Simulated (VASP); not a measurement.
A run of VASP 6.6.1 is set up as follows.

The input INCAR:

```
SYSTEM = Cd2Mo
PREC = Accurate ; ENCUT = 600
EDIFF = 1E-7 ; ISMEAR = 0
SIGMA = 0.1 ; LREAL = .FALSE.
LASPH = .TRUE. ; NELM = 100
ALGO = Fast ; ISIF = 3
LWAVE = .FALSE. ; LCHARG = .FALSE.
GGA = PE ; IBRION = 2
NSW = 100 ; EDIFFG = -0.01
```

The input KPOINTS:

```
Automatic mesh
0
G
  12 12 12
  0 0 0
```

Contents of POSCAR:

```
Cd2Mo
1.0
    0.0000000000      3.2596219270      3.2596219270
    3.2596219270      0.0000000000      3.2596219270
    3.2596219270      3.2596219270      0.0000000000
Cd Mo
2 1
Direct
    0.2500000000      0.2500000000      0.2500000000
    0.7500000000      0.7500000000      0.7500000000
    0.0000000000      0.0000000000      0.0000000000
```

Potentials or basis: VASP PAW PBE potentials, release 64 (Cd, Mo_sv).

Launch:

```sh
$ cat potpaw_PBE.64/Cd/POTCAR potpaw_PBE.64/Mo_sv/POTCAR > POTCAR
$ mpirun -np 1 vasp_std > vasp.out
```

Question: Predict the band gap on the k mesh.

Answer: Zero (bands 19 and 20 overlap by 0.39 eV).

Question: Predict the relaxed volume.

Answer: 23.12 Å³/atom.

Question: Estimate the relaxed cell.

Answer: a = 4.612 Å, b = 4.612 Å, c = 4.612 Å, α = 60.00°, β = 60.00°, γ = 60.00°.

Question: What does it give for the space group after relaxing (to 0.1 Å)?

Answer: Fm-3m (No. 225).

Final structure:
```
CELL_PARAMETERS angstrom
0.00000 3.26126 3.26126
3.26126 0.00000 3.26126
3.26126 3.26126 0.00000
ATOMIC_POSITIONS crystal
Cd 0.25000 0.25000 0.25000
Cd 0.75000 0.75000 0.75000
Mo 0.00000 0.00000 0.00000
```
